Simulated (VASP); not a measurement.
Here is a VASP 6.6.1 calculation.

INCAR

```
SYSTEM = Sc
ALGO = Fast
EDIFF = 1E-6
EDIFFG = -0.01
ENCUT = 600
GGA = PS
IBRION = 2
ISIF = 3
ISMEAR = -1
LASPH = .TRUE.
LCHARG = .FALSE.
LREAL = .FALSE.
LWAVE = .FALSE.
NELM = 100
NSW = 60
PREC = Accurate
PSTRESS = 20.0
SIGMA = 0.05
```

File KPOINTS:

```
k-points
0
G
  10 10 10
  0 0 0
```

POSCAR

```
Sc
1.0
    3.2019616822      0.0000000000      0.0000000000
    1.5021078373      2.8441406042      0.0000000000
    1.5489936237      0.9264468030      2.6741812389
Sc
1
Direct
    0.0000000000      0.0000000000      0.0000000000
```

Potentials or basis: VASP PAW PBE potentials, release 64 (Sc_sv).

Launch:

```sh
$ cat potpaw_PBE.64/Sc_sv/POTCAR > POTCAR
$ mpirun -np 1 vasp_std > vasp.out
```

Task: What does it give for the band gap on the k mesh?

Result: Zero (an odd number of electrons rules out a gap without spin polarisation).

Task: Predict the space group after relaxing (to 0.1 Å).

Result: Fm-3m (No. 225).

Task: Predict the relaxed cell.

Result: a = 3.183 Å, b = 3.184 Å, c = 3.186 Å, α = 59.99°, β = 59.98°, γ = 60.05°.

Task: Predict the relaxed volume.

Result: 22.84 Å³/atom.

Step by step:
| step | energy change (eV) | largest force (eV/Å) | pressure (GPa) | volume (Å³) |
| --- | --- | --- | --- | --- |
| 1 | 0.0000 | 0.0000 | -1.48 | 24.35 |
| 2 | 0.0023 | 0.0000 | 2.78 | 22.53 |
| 3 | -0.0004 | 0.0000 | 2.31 | 22.72 |
| 4 | -0.0008 | 0.0000 | 2.21 | 22.75 |
| 5 | -0.0027 | 0.0000 | 2.09 | 22.80 |
| 6 | -0.0036 | 0.0000 | 1.98 | 22.84 |
| 7 | -0.0036 | 0.0000 | 2.00 | 22.83 |
| 8 | -0.0035 | 0.0000 | 2.01 | 22.83 |
| 9 | -0.0035 | 0.0000 | 1.99 | 22.83 |
| 10 | -0.0035 | 0.0000 | 2.01 | 22.82 |
| 11 | -0.0034 | 0.0000 | 2.08 | 22.81 |
| 12 | -0.0040 | 0.0000 | 1.89 | 22.86 |
| 13 | -0.0037 | 0.0000 | 1.96 | 22.84 |

Caveat: the cell is relaxed towards a set pressure, so the run minimises the enthalpy, not the energy; the PAW data sets were made with another functional, which shifts forces and pressure a little.
